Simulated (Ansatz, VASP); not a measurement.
**H in VASP and in Ansatz**

INCAR

```
  PREC = Accurate
  ENCUT = 520
  EDIFF = 1E-6
  ISMEAR = 0
  SIGMA = 0.05
  LREAL = F
  LASPH = T
  NELM = 60
  ALGO = Normal
  ISIF = 2
  LWAVE = F
  LCHARG = F
  GGA = PE
  NBANDS = 8
```

Contents of KPOINTS:

```
Automatic mesh
0
Gamma
  8 8 8
```

The input POSCAR:

```
H
1.0
   -1.8734163142      1.8363189614      2.2855640979
    1.8734163142     -1.8363189614      2.2855640979
    1.8734163142      1.8363189614     -2.2855640979
H
2
Direct
    0.9178910720      0.9178910720      0.0000000000
    0.0821089280      0.0821089280      0.0000000000
```

Input for Ansatz:

```yaml
crystal:
  lattice:
    - [-1.8734163142, 1.8363189614, 2.2855640979]
    - [1.8734163142, -1.8363189614, 2.2855640979]
    - [1.8734163142, 1.8363189614, -2.2855640979]
  atoms:
    - { symbol: H, position: [0.917891072, 0.917891072, 0.0] }
    - { symbol: H, position: [0.082108928, 0.082108928, 0.0] }
basis:
  ecutwfc: 420
kpoints:
  mp_grid: { grid: [8, 8, 8] }
hamiltonian:
  xc: pbe
scf:
  occupations: { method: gaussian, width: 0.05 }
output:
  forces: true
  stress: true
  eigenvalues: true
  write_density: true
  write_potential: true
  elf: true
  volumetric_format: npy
```

Change from the starting cell: strain +0.0100 x Voigt [1, -1, 0, 0, 0, 0], atoms carried along.

Alike in both runs: task single point; functional PBE; k mesh 8 × 8 × 8; occupations gaussian, width 0.05 eV; no spin polarisation.

|  | VASP | Ansatz |
| --- | --- | --- |
| version | VASP 6.6.1 | Ansatz 0.2.0 |
| potentials or method | VASP PAW PBE potentials, release 64 (H), cutoff 520 eV | scalar-relativistic, plane waves, PAW |
| valence electrons in the cell | 2 | 2 |

```csv
,VASP,Ansatz,Ansatz less VASP
gap on the k mesh at the Fermi level (eV),9.23,9.23,-0.001
least direct gap on the mesh (eV),9.72,9.72,-0.001
pressure (GPa),-0.1,0.0,+0.16
rms of the force components (eV/Å),0.005,0.001,-0.0038
```

Atom by atom the forces differ by 0.007 eV/Å (rms over components). With one functional, cell and mesh, what is left measures potentials, basis and numerics.
